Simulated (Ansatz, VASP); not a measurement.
InP2N3: VASP beside Ansatz

```
In P N
1.0
     3.30732    0.00000    0.00000
    -1.65366    2.86422    0.00000
     0.00000    0.00000    8.43841
In P N
1 2 3
Direct
  0.00000 0.00000 0.50000
  0.33333 0.66667 0.14812
  0.66667 0.33333 0.85188
  0.33333 0.66667 0.70563
  0.00000 0.00000 0.00000
  0.66667 0.33333 0.29437
```

Change from the starting cell: species swapped into the NaTi2O3 type (P-3m1, No. 164).

Alike in both runs: task single point; functional PBE; k mesh 6 × 6 × 2; occupations gaussian, width 0.1 eV; no spin polarisation.

|  | VASP | Ansatz |
| --- | --- | --- |
| version | VASP 6.6.1 | Ansatz 0.2.0 |
| potentials or method | VASP PAW PBE potentials, release 64 (In_d, P, N), cutoff 520 eV | scalar-relativistic, plane waves, PAW |
| valence electrons in the cell | 38 | 38 |

Ansatz gave:

| Item | Value |
| --- | --- |
| gap on the k mesh at the Fermi level (eV) | none |
| pressure (GPa) | -18.9 |
| traceless stress, the component that is largest in VASP (GPa) | -2.49 |
| rms of the force components (eV/Å) | 0.365 |

**Question.** Estimate VASP's values.

**Answer.** gap on the k mesh at the Fermi level (eV): none; pressure (GPa): -19.0; traceless stress, the component that is largest in VASP (GPa): -2.47; rms of the force components (eV/Å): 0.366.

Atom by atom the forces differ by 0.004 eV/Å (rms over components). A gap of «none» marks a metal or a gap that the smearing closes.

The k mesh is coarse, so the values compare programs but aren't converged.
